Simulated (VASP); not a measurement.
# BAs (F-43m) in VASP: further runs

The runs below take BAs through single point, relaxation of cell and atoms, with LDA.

Everything below comes from runs of VASP 6.6.1. Logs are shortened: lines on timing, memory, paths and dates and some standing lists are left out, and cuts for length are marked.

## (1) The cell of the first run

Symmetry: F-43m, No. 216, cubic system. Conventional cell: a = 4.563 Å, b = 4.563 Å, c = 4.563 Å, α = 90.00°, β = 90.00°, γ = 90.00°. B (site symmetry -43m) has 4 As at 1.98 Å within 2.6 Å. As (site symmetry -43m) has 4 B at 1.98 Å within 2.6 Å.

## (2) Single point, LDA

The input, INCAR:

```
SYSTEM = BAs
PREC = Accurate
ENCUT = 500
EDIFF = 1E-6
ISMEAR = 0
SIGMA = 0.01
LREAL = .False.
LASPH = .True.
NELM = 120
ALGO = Normal
ISIF = 2
LWAVE = .False.
LCHARG = .False.
GGA = CA
NBANDS = 11
GGA_COMPAT = .False.
```

The input, KPOINTS:

```
regular mesh
0
Gamma
  10 10 10
  0 0 0
```

The input, POSCAR:

```
BAs
1.0
    0.0000000000      2.2815416012      2.2815416012
    2.2815416012      0.0000000000      2.2815416012
    2.2815416012      2.2815416012      0.0000000000
B As
1 1
Direct
    0.0000000000      0.0000000000      0.0000000000
    0.7500000000      0.7500000000      0.7500000000
```

Potentials or basis: VASP PAW LDA potentials, release 64 (B, As).

Run with:

```sh
cat potpaw_LDA.64/B/POTCAR potpaw_LDA.64/As/POTCAR > POTCAR
mpirun -np 1 vasp_std > vasp.out
```

OUTCAR:

```text
SYSTEM = BAs
   PREC = Accurate
   ENCUT = 500
   EDIFF = 1E-6
   ISMEAR = 0
   LREAL = .False.
   LASPH = .True.
   NELM = 120
   ISIF = 2
   GGA = CA

 ion  position               nearest neighbor table
   1  0.000  0.000  0.000-   2 1.98   2 1.98   2 1.98   2 1.98
   2  0.750  0.750  0.750-   1 1.98   1 1.98   1 1.98   1 1.98

  LATTYP: Found a face centered cubic cell.
 ALAT       =     4.5630832024

  Lattice vectors:

 A1 = (   0.0000000000,   2.2815416012,   2.2815416012)
 A2 = (   2.2815416012,   0.0000000000,   2.2815416012)
 A3 = (   2.2815416012,   2.2815416012,   0.0000000000)

Analysis of symmetry for initial positions (statically):
=====================================================================
 Subroutine PRICEL returns:
 Original cell was already a primitive cell.

 Routine SETGRP: Setting up the symmetry group for a
 face centered cubic supercell.

 Subroutine GETGRP returns: Found 24 space group operations
 (whereof 24 operations were pure point group operations)
 out of a pool of 48 trial point group operations.

The static configuration has the point symmetry T_d .

Analysis of symmetry for dynamics (positions and initial velocities):
=====================================================================
 Subroutine PRICEL returns:
 Original cell was already a primitive cell.

 Routine SETGRP: Setting up the symmetry group for a
 face centered cubic supercell.

 Subroutine GETGRP returns: Found 24 space group operations
 (whereof 24 operations were pure point group operations)
 out of a pool of 48 trial point group operations.

The dynamic configuration has the point symmetry T_d .

 Subroutine INISYM returns: Found 24 space group operations
 (whereof 24 operations are pure point group operations),
 and found     1 'primitive' translations

----------------------------------------------------------------------------------------

                                     Primitive cell

  volume of cell :      23.7528

  direct lattice vectors                    reciprocal lattice vectors
     0.000000000  2.281541601  2.281541601    -0.219150069  0.219150069  0.219150069
     2.281541601  0.000000000  2.281541601     0.219150069 -0.219150069  0.219150069
     2.281541601  2.281541601  0.000000000     0.219150069  0.219150069 -0.219150069

  length of vectors
     3.226587076  3.226587076  3.226587076     0.379579054  0.379579054  0.379579054

  position of ions in fractional coordinates (direct lattice)
     0.000000000  0.000000000  0.000000000
     0.750000000  0.750000000  0.750000000

  ion indices of the primitive-cell ions
   primitive index   ion index
                 1           1
                 2           2

----------------------------------------------------------------------------------------

 KPOINTS: regular mesh

Automatic generation of k-mesh.
 Grid dimensions read from file:
 generate k-points for:   10   10   10

 Generating k-lattice:

  Cartesian coordinates                     Fractional coordinates (reciprocal lattice)
    -0.021915007  0.021915007  0.021915007     0.100000000  0.000000000  0.000000000
     0.021915007 -0.021915007  0.021915007     0.000000000  0.100000000  0.000000000
     0.021915007  0.021915007 -0.021915007     0.000000000  0.000000000  0.100000000

  Length of vectors
     0.037957905  0.037957905  0.037957905

  Shift w.r.t. Gamma in fractional coordinates (k-lattice)
     0.000000000  0.000000000  0.000000000

 Subroutine IBZKPT returns following result:
 ===========================================

 Found     47 irreducible k-points:

 Following reciprocal coordinates:
            Coordinates               Weight
  0.000000  0.000000  0.000000      1.000000
  0.100000  0.000000  0.000000      8.000000
  0.200000  0.000000  0.000000      8.000000
  0.300000  0.000000  0.000000      8.000000
  0.400000  0.000000  0.000000      8.000000
  0.500000  0.000000  0.000000      4.000000
[... 16 lines left out ...]
  0.300000  0.300000  0.000000      6.000000
  0.400000  0.300000  0.000000     24.000000
 [... further k-points ...]
   k-points           NKPTS =     47   k-points in BZ     NKDIM =     47   number of bands    NBANDS=     11
   number of dos      NEDOS =    301   number of ions     NIONS =      2
   total plane-waves  NPLWV =  13824
   dimension x,y,z NGX =    24 NGY =   24 NGZ =   24
   dimension x,y,z NGXF=    48 NGYF=   48 NGZF=   48
   ions per type =               1   1
   NGX,Y,Z   is equivalent  to a cutoff of  12.37, 12.37, 12.37 a.u.
   NGXF,Y,Z  is equivalent  to a cutoff of  24.73, 24.73, 24.73 a.u.
 SYSTEM =  BAs
   PREC   = accura    normal or accurate (medium, high low for compatibility)
   ISTART =      0    job   : 0-new  1-cont  2-samecut
   ICHARG =      2    charge: 1-file 2-atom 10-const
   ISPIN  =      1    spin polarized calculation?
   LNONCOLLINEAR =      F non collinear calculations
   LSORBIT =      F    spin-orbit coupling
   LASPH  =      T    aspherical Exc in radial PAW
   ENCUT  =  500.0 eV  36.75 Ry    6.06 a.u.   5.88  5.88  5.88*2*pi/ulx,y,z
   NELM   =    120;   NELMIN=  2; NELMDL= -5     # of ELM steps
   EDIFF  = 0.1E-05   stopping-criterion for ELM
   LREAL  =      F    real-space projection
   EDIFFG = 0.1E-04   stopping-criterion for IOM
   NSW    =      0    number of steps for IOM
   IBRION =     -1    ionic relax: 0-MD 1-quasi-New 2-CG
   NFREE  =      0    steps in history (QN), initial steepest desc. (CG)
   ISIF   =      2    stress and relaxation
   ISYM   =      2    0-nonsym 1-usesym 2-fastsym
   POTIM  = 0.5000    time-step for ionic-motion
   TEBEG  =    0.0;   TEEND  =   0.0 temperature during run
   PSTRESS=    0.0 pullay stress
   NELECT =       8.0000    total number of electrons
   NUPDOWN=      -1.0000    fix difference up-down
   EMIN   =  10.00;   EMAX   =-10.00  energy-range for DOS
   EFERMI =   0.00;   METHOD = LEGACY
   ISMEAR =     0;   SIGMA  =   0.01  broadening in eV -4-tet -1-fermi 0-gaus
   EFERMI_NEDOS =   21; number of points for ismear=-14 and -15
   IALGO  =     38    algorithm
   IMIX   =      4    mixing-type and parameters
     AMIX     =   0.40;   BMIX     =  1.00
     AMIX_MAG =   1.60;   BMIX_MAG =  1.00
  volume/ion in A,a.u.               =      11.88        80.15
  Fermi-wavevector in a.u.,A,eV,Ry     =   1.139025  2.152444 17.651886  1.297377
  Thomas-Fermi vector in A             =   2.275728
   LORBIT       =      0    0 simple, 1 ext, 2 COOP (PROOUT), +10 PAW based schemes
   GGA     = CA    functional components
   LHFCALC =     F    Hartree Fock is set to
   AEXX    =    0.0000 exact exchange contribution
   IVDW    =     0    specifies the selected vdW correction
   LEPSILON=     F    determine dielectric tensor
   LRPA    =     F    only Hartree local field effects (RPA)
 non-spin polarized calculation
 Gauss-broadening in eV      SIGMA  =   0.01
  energy-cutoff  :      500.00
  volume of cell :       23.75
 maximum number of plane-waves:       620
   NGX = 11   NGY = 11   NGZ = 11

 number of electron       7.9999999 magnetization

 Free energy of the ion-electron system (eV)
  ---------------------------------------------------
  ext. energy  EPLUGINS =         0.00000000
  ---------------------------------------------------
  free energy    TOTEN  =       -12.74782113 eV

  energy without entropy =      -12.74782113  energy(sigma->0) =      -12.74782113

 E-fermi :   7.9314     XC(G=0): -11.3663

 val. band max:        7.8007786054   @ k =   0.0000   0.0000   0.0000
 cond. band min:       8.7949583535   @ k =   0.4000   0.4000   0.0000
 fundamental gap:      0.9941797481
 Fermi energy:         7.9314390443

 k-point     1 :       0.0000    0.0000    0.0000
  band No.  band energies     occupation
      1      -8.8979      2.00000
      2       7.8008      2.00000
      3       7.8008      2.00000
      4       7.8008      2.00000
      5      11.2436      0.00000
      6      11.2436      0.00000
      7      11.2436      0.00000
      8      14.3064      0.00000
      9      17.9126      0.00000
     10      21.4296      0.00000
     11      21.4296      0.00000

 k-point     2 :       0.1000    0.0000    0.0000
  band No.  band energies     occupation
      1      -8.7129      2.00000
      2       6.3106      2.00000
      3       7.4496      2.00000
      4       7.4496      2.00000
      5      11.6165      0.00000
      6      11.7006      0.00000
      7      11.7006      0.00000
      8      14.9022      0.00000
      9      18.6726      0.00000
     10      20.1121      0.00000
     11      20.1121      0.00000

 k-point     3 :       0.2000    0.0000    0.0000
  band No.  band energies     occupation
      1      -8.1647      2.00000
      2       3.7173      2.00000
      3       6.7952      2.00000
      4       6.7952      2.00000
      5      11.6660      0.00000
      6      12.4869      0.00000
      7      12.4869      0.00000
      8      16.0614      0.00000
      9      19.3122      0.00000
     10      19.3122      0.00000
     11      19.7067      0.00000

 k-point     4 :       0.3000    0.0000    0.0000
  band No.  band energies     occupation
      1      -7.2846      2.00000
      2       1.1613      2.00000
      3       6.2257      2.00000
      4       6.2257      2.00000
      5      11.5200      0.00000
      6      12.8473      0.00000
      7      12.8473      0.00000
      8      16.7941      0.00000
      9      19.8899      0.00000
     10      19.8899      0.00000
     11      19.9441      0.00000
[... 239 lines left out ...]
 k-point    22 :      -0.2000    0.2000    0.0000
  band No.  band energies     occupation
      1      -6.9860      2.00000
      2       1.9649      2.00000
      3       3.1314      2.00000
      4       6.3384      2.00000
      5      12.1814      0.00000
      6      13.2682      0.00000
      7      14.3199      0.00000
      8      15.4996      0.00000
      9      17.8973      0.00000
     10      21.2026      0.00000
     11      23.3965      0.00000

 k-point    23 :       0.3000    0.3000    0.0000
  band No.  band energies     occupation
      1      -6.7263      2.00000
      2       2.4392      2.00000
      3       4.1307      2.00000
      4       4.1307      2.00000
      5       9.0678      0.00000
      6      11.4237      0.00000
      7      17.0879      0.00000
      8      17.0879      0.00000
      9      20.0173      0.00000
     10      23.7490      0.00000
     11      24.4370      0.00000

 k-point    24 :       0.4000    0.3000    0.0000
  band No.  band energies     occupation
      1      -5.8840      2.00000
      2       1.0133      2.00000
      3       3.2308      2.00000
      4       3.7963      2.00000
      5       9.3844      0.00000
      6      11.1566      0.00000
      7      17.5992      0.00000
      8      17.7230      0.00000
      9      20.9431      0.00000
     10      24.6565      0.00000
     11      25.3345      0.00000

 [... further k-points ...]

------------------------ aborting loop because EDIFF is reached ----------------------------------------

  FORCE on cell =-STRESS in cart. coord.  units (eV):
  Direction    XX          YY          ZZ          XY          YZ          ZX
  --------------------------------------------------------------------------------------
  -------------------------------------------------------------------------------------
  Total        3.1954941      3.1954941      3.1954941     -0.0000000      0.0000000      0.0000000
  in kB      215.5427526    215.5427526    215.5427526     -0.0000000      0.0000000      0.0000000
  external PRESSURE =     215.5427526 kB  Pullay stress =       0.0000000 kB

 VOLUME and BASIS-vectors are now :
 -----------------------------------------------------------------------------
  energy-cutoff  :      500.00
  volume of cell :       23.75
      direct lattice vectors                 reciprocal lattice vectors
     0.000000000  2.281541601  2.281541601    -0.219150069  0.219150069  0.219150069
     2.281541601  0.000000000  2.281541601     0.219150069 -0.219150069  0.219150069
     2.281541601  2.281541601  0.000000000     0.219150069  0.219150069 -0.219150069

 POSITION                                       TOTAL-FORCE (eV/Angst)
 -----------------------------------------------------------------------------------
      0.00000      0.00000      0.00000        -0.000000     -0.000000     -0.000000
      3.42231      3.42231      3.42231         0.000000      0.000000      0.000000
 -----------------------------------------------------------------------------------
    total drift:                               -0.000000     -0.000000     -0.000000

  FREE ENERGIE OF THE ION-ELECTRON SYSTEM (eV)
  ---------------------------------------------------
  free  energy   TOTEN  =       -12.7478211329 eV

  energy  without entropy=      -12.7478211329  energy(sigma->0) =      -12.74782113
```

Wall time 3.7 s (1 thread of Intel Xeon 6975P-C (Granite Rapids), shared host); peak memory 0.13 GiB.

What came out:

| Property | Result |
| --- | --- |
| Free energy | -12.7478 eV |
| Pressure | 21.6 GPa |
| Band gap on the k mesh | 0.99 eV, indirect (least direct gap 3.44 eV) |

Levels at points of the mesh, in eV from the valence-band top:
| k point | band 2 | band 3 | band 4 | band 5 | band 6 | band 7 |
| --- | --- | --- | --- | --- | --- | --- |
| (0.00, 0.00, 0.00) | 0.00 | 0.00 | 0.00 | 3.44 | 3.44 | 3.44 |
| (0.50, 0.00, 0.00) | -9.83 | -2.06 | -2.06 | 3.56 | 4.91 | 4.91 |
| (0.50, 0.50, 0.00) | -9.24 | -4.68 | -4.68 | 1.22 | 1.24 | 12.59 |

## (3) Relaxation of cell and atoms, LDA, target pressure 20 GPa, at which the enthalpy is minimised

This run uses another cell than the first one, of 13.25 Å³/atom, 1.115 times its volume.

The input, INCAR:

```
SYSTEM = BAs
PREC = Accurate
ENCUT = 500
EDIFF = 1E-7
ISMEAR = 0
SIGMA = 0.01
LREAL = .False.
LASPH = .True.
NELM = 120
ALGO = Normal
ISIF = 3
LWAVE = .False.
LCHARG = .False.
GGA = CA
IBRION = 2
NSW = 80
EDIFFG = -0.001
PSTRESS = 200.0
GGA_COMPAT = .False.
NELMIN = 4
```

The input, KPOINTS:

```
Automatic mesh
0
Gamma
  10 10 10
  0 0 0
```

The input, POSCAR:

```
BAs
1.0
    0.0000000000      2.3660397158      2.3660397158
    2.3660397158      0.0000000000      2.3660397158
    2.3660397158      2.3660397158      0.0000000000
B As
1 1
Direct
    0.0000000000      0.0000000000      0.0000000000
    0.7500000000      0.7500000000      0.7500000000
```

Potentials or basis: VASP PAW LDA potentials, release 64 (B, As).

Run with:

```sh
cat potpaw_LDA.64/B/POTCAR potpaw_LDA.64/As/POTCAR > POTCAR
mpirun -np 1 vasp_std > vasp.out
```

OUTCAR:

```text
SYSTEM = BAs
   PREC = Accurate
   ENCUT = 500
   EDIFF = 1E-7
   ISMEAR = 0
   LREAL = .False.
   LASPH = .True.
   NELM = 120
   ISIF = 3
   GGA = CA
   IBRION = 2
   NSW = 80
   EDIFFG = -0.001
   PSTRESS = 200.0
   NELMIN = 4

 ion  position               nearest neighbor table
   1  0.000  0.000  0.000-   2 2.05   2 2.05   2 2.05   2 2.05
   2  0.750  0.750  0.750-   1 2.05   1 2.05   1 2.05   1 2.05

  LATTYP: Found a face centered cubic cell.
 ALAT       =     4.7320794316

  Lattice vectors:

 A1 = (   0.0000000000,   2.3660397158,   2.3660397158)
 A2 = (   2.3660397158,   0.0000000000,   2.3660397158)
 A3 = (   2.3660397158,   2.3660397158,   0.0000000000)

Analysis of symmetry for initial positions (statically):
=====================================================================
 Subroutine PRICEL returns:
 Original cell was already a primitive cell.
[... 405 lines left out ...]
  free energy    TOTEN  =       -12.76966815 eV

  energy without entropy =      -12.76966815  energy(sigma->0) =      -12.76966815

 E-fermi :   7.8031     XC(G=0): -11.3369

 val. band max:        7.7145938290   @ k =   0.0000   0.0000   0.0000
 cond. band min:       8.7153513098   @ k =   0.4000   0.4000   0.0000
 fundamental gap:      1.0007574808
 Fermi energy:         7.8030797482

 k-point     1 :       0.0000    0.0000    0.0000
  band No.  band energies     occupation
      1      -8.9147      2.00000
      2       7.7146      2.00000
      3       7.7146      2.00000
      4       7.7146      2.00000
      5      11.1468      0.00000
      6      11.1468      0.00000
      7      11.1468      0.00000
      8      14.1284      0.00000
[... 243 lines left out ...]
 k-point    24 :       0.4000    0.3000    0.0000
  band No.  band energies     occupation
      1      -5.9204      2.00000
      2       0.9473      2.00000
      3       3.1753      2.00000
      4       3.7372      2.00000
      5       9.3015      0.00000
      6      11.0709      0.00000
      7      17.4584      0.00000
      8      17.5889      0.00000

 [... further k-points ...]
[... 5 lines left out ...]
  --------------------------------------------------------------------------------------
  -------------------------------------------------------------------------------------
  Total        2.9853442      2.9853442      2.9853442     -0.0000000      0.0000000      0.0000000
  in kB      199.9985396    199.9985396    199.9985396     -0.0000000      0.0000000      0.0000000
  external PRESSURE =      -0.0014604 kB  Pullay stress =     200.0000000 kB
[... 21 lines left out ...]
  energy  without entropy=      -12.7696681510  energy(sigma->0) =      -12.76966815

  enthalpy is  TOTEN    =        -9.7843021174 eV   P V=        2.9853660336

 reached required accuracy - stopping structural energy minimisation
```

OSZICAR:

```text
N       E                     dE             d eps       ncg     rms          rms(c)
DAV:   1     0.121037057539E+02    0.12104E+02   -0.39368E+03   768   0.862E+02
DAV:   2    -0.133948805873E+02   -0.25499E+02   -0.24378E+02  1192   0.109E+02
DAV:   3    -0.137094587758E+02   -0.31458E+00   -0.31458E+00   840   0.168E+01
DAV:   4    -0.137099155816E+02   -0.45681E-03   -0.45681E-03  1120   0.700E-01
[... 54 lines left out ...]
DAV:   1    -0.127697031102E+02    0.56168E-02   -0.10546E-03   888   0.258E-01    0.345E-02
DAV:   2    -0.127696772126E+02    0.25898E-04   -0.37444E-05   768   0.389E-02    0.166E-02
DAV:   3    -0.127696686367E+02    0.85759E-05   -0.19040E-05   872   0.246E-02    0.599E-03
DAV:   4    -0.127696682106E+02    0.42606E-06   -0.66518E-07   920   0.568E-03    0.346E-03
DAV:   5    -0.127696681510E+02    0.59620E-07   -0.67459E-08   392   0.184E-03
   7 F= -.97843021E+01 E0= -.97843021E+01  d E =-.456154E-04
```

It took 11 s on 1 thread of Intel Xeon 6975P-C (Granite Rapids), shared host; peak memory 0.14 GiB.

What came out:

```
Free energy                                            : -12.7697 eV
Relaxed volume                                         : 11.96 Å³/atom
Relaxed cell                                           : a = 3.234 Å, b = 3.234 Å, c = 3.234 Å, α = 60.00°, β = 60.00°, γ = 60.00°
Space group after relaxing (to 0.05 Å)                 : F-43m (No. 216)
Energy change on relaxing (the enthalpy is what falls) : +78.0 meV/atom
Ionic steps                                            : 7
Pressure after relaxing                                : 20.0 GPa
Band gap on the k mesh                                 : 1.00 eV, indirect (least direct gap 3.43 eV)
```

The path:
```
step  energy change (eV)  largest force (eV/Å)  pressure (GPa)  volume (Å³)
   1              0.0000                0.0000            0.97        26.49
   2              0.8573                0.0000           58.46        20.91
   3              0.1461                0.0000           19.25        24.00
   4              0.1548                0.0000           19.91        23.93
   5              0.1610                0.0000           20.37        23.88
   6              0.1504                0.0000           19.57        23.96
   7              0.1560                0.0000           20.00        23.92
```

Final structure:
```yaml
crystal:
  lattice:
    - [0.00000, 2.28674, 2.28674]
    - [2.28674, 0.00000, 2.28674]
    - [2.28674, 2.28674, 0.00000]
  atoms:
    - { symbol: B, position: [0.00000, 0.00000, 0.00000] }
    - { symbol: As, position: [0.75000, 0.75000, 0.75000] }
```

Caveat: the cell is relaxed towards a set pressure, so the enthalpy falls and the energy may rise. LDA usually gives volumes a few per cent too small.
